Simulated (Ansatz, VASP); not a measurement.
**One calculation of La, two programs**

The input INCAR:

```
SYSTEM = La
ALGO     = Normal         ! electronic algorithm
EDIFF    = 1E-6           ! SCF threshold, eV
ENCUT    = 520            ! plane-wave cutoff, eV
GGA      = RE             ! functional
ISIF     = 2              ! what is computed and relaxed
ISMEAR   = -1             ! smearing method
LASPH    = .TRUE.         ! aspherical terms in the spheres
LCHARG   = .FALSE.        ! write CHGCAR
LREAL    = .FALSE.        ! projectors in reciprocal space
LWAVE    = .FALSE.        ! write WAVECAR
NBANDS   = 30             ! bands
NELM     = 80             ! most SCF steps
PREC     = Accurate       ! precision mode
SIGMA    = 0.1            ! smearing width, eV
```

Contents of KPOINTS:

```
k-points
0
G
  13 13 4
  0 0 0
```

Contents of POSCAR:

```
La
1.0
    3.9657186579      0.0000000000      0.0000000000
   -1.9828593289      3.4344131020      0.0000000000
    0.0000000000      0.0000000000     12.7391470639
La
4
Direct
    1.0000000000      0.0000000000      1.0000000000
    1.0000000000      0.0000000000      0.5000000000
    0.3333333333      0.6666666667      0.7500000000
    0.6666666667      0.3333333333      0.2500000000
```

Input for Ansatz:

```yaml
crystal:
  lattice:
    - [3.9657186579, 0.0, 0.0]
    - [-1.9828593289, 3.434413102, 0.0]
    - [0.0, 0.0, 12.7391470639]
  atoms:
    - { symbol: La, position: [1.0, 0.0, 1.0] }
    - { symbol: La, position: [1.0, 0.0, 0.5] }
    - { symbol: La, position: [0.3333333333, 0.6666666667, 0.75] }
    - { symbol: La, position: [0.6666666667, 0.3333333333, 0.25] }
hamiltonian:
  xc: revpbe
  pseudopotentials:
    kind: paw
    azcp:
      La: "pseudopotentials/La.paw.azcp"
basis:
  ecutwfc: 420
  fft_grid_basis: typed
kpoints:
  mp_grid: { grid: [13, 13, 4], shift: [0, 0, 0] }
magnetization:
  spin_polarized: false
scf:
  occupations: { method: fermi_dirac, width: 0.1 }
output:
  stress: true
```

Alike in both runs: task single point; functional revPBE; k mesh 13 × 13 × 4; occupations fermi-dirac, width 0.1 eV; no spin polarisation.

|  | VASP | Ansatz |
| --- | --- | --- |
| version | VASP 6.6.1 | Ansatz 0.2.0 |
| potentials or method | VASP PAW PBE potentials, release 64 (La), cutoff 520 eV | plane waves (420 eV) with PAW, scalar-relativistic |
| valence electrons in the cell | 44 | 44 |

Ansatz gave:

| Property | Result |
| --- | --- |
| pressure (GPa) | -2.4 |

**Question.** What did VASP give for the same quantities?

**Answer.** Pressure (GPa): -2.3.

VASP's potentials were made for PBE, not for revPBE. The functional is the same, so the differences come from potentials, cutoffs and numerics.

Neither program's run includes spin-orbit coupling.
